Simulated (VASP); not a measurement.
Wanted: the native input for a VASP 6.6.1 run.

```
Task                   : single point
Functional             : r2SCAN
Potentials or basis    : VASP PAW PBE potentials, release 64 (Ce, O)
Cutoff                 : 520 eV
k mesh                 : 6 × 6 × 6
Occupations            : gaussian, width 0.01 eV
Spin                   : no spin polarisation
Dipole correction      : no
Further INCAR settings : ALGO = Normal; EDIFF = 1e-06; NBANDS = 19
```

The system is CeO2.

```
Ce O
1.0
     0.00000    2.71865    2.71865
     2.71865    0.00000    2.71865
     2.71865    2.71865    0.00000
Ce O
1 2
Direct
  0.00000 0.00000 0.00000
  0.25000 0.25000 0.25000
  0.75000 0.75000 0.75000
```

The input as run:

POSCAR

```
CeO2
1.0
    0.0000000000      2.7186496192      2.7186496192
    2.7186496192      0.0000000000      2.7186496192
    2.7186496192      2.7186496192      0.0000000000
Ce O
1 2
Direct
    0.0000000000      0.0000000000      0.0000000000
    0.2500000000      0.2500000000      0.2500000000
    0.7500000000      0.7500000000      0.7500000000
```

INCAR.step1

```
SYSTEM = CeO2
  PREC = Accurate
  ENCUT = 520
  ISMEAR = 0
  SIGMA = 0.01
  LREAL = .FALSE.
  LASPH = .TRUE.
  NELM = 60
  NBANDS = 19
  GGA = PE
  ALGO = Normal
  EDIFF = 1E-4
  LWAVE = .TRUE.
  LCHARG = .FALSE.
```

INCAR.step2

```
SYSTEM = CeO2
  PREC = Accurate
  ENCUT = 520
  EDIFF = 1E-6
  ISMEAR = 0
  SIGMA = 0.01
  LREAL = .FALSE.
  LASPH = .TRUE.
  NELM = 60
  ALGO = Normal
  ISIF = 2
  LWAVE = .FALSE.
  LCHARG = .FALSE.
  METAGGA = R2SCAN
  LMIXTAU = .TRUE.
  NBANDS = 19
  ISTART = 1
```

KPOINTS

```
regular mesh
0
G
  6 6 6
  0 0 0
```

Potentials or basis: VASP PAW PBE potentials, release 64 (Ce, O).

The run is started by

```sh
$ cat potpaw_PBE.64/Ce/POTCAR potpaw_PBE.64/O/POTCAR > POTCAR
$ cp INCAR.step1 INCAR
$ mpirun -np 1 vasp_std > vasp.out
$ cp INCAR.step2 INCAR
$ mpirun -np 1 vasp_std > vasp.out
```

Results of the run:

```yaml
Pressure: -0.2 GPa
Band_gap_on_the_k_mesh: 2.28 eV (least direct gap 2.36 eV)
```

Caveat: the PAW data sets were made with another functional, which shifts forces and pressure a little; spin-orbit coupling is left out, which moves the levels of the heavy elements.

Run time: 2.5 min on 1 thread of Intel Xeon 8259CL (shared host), peak memory 0.19 GiB.
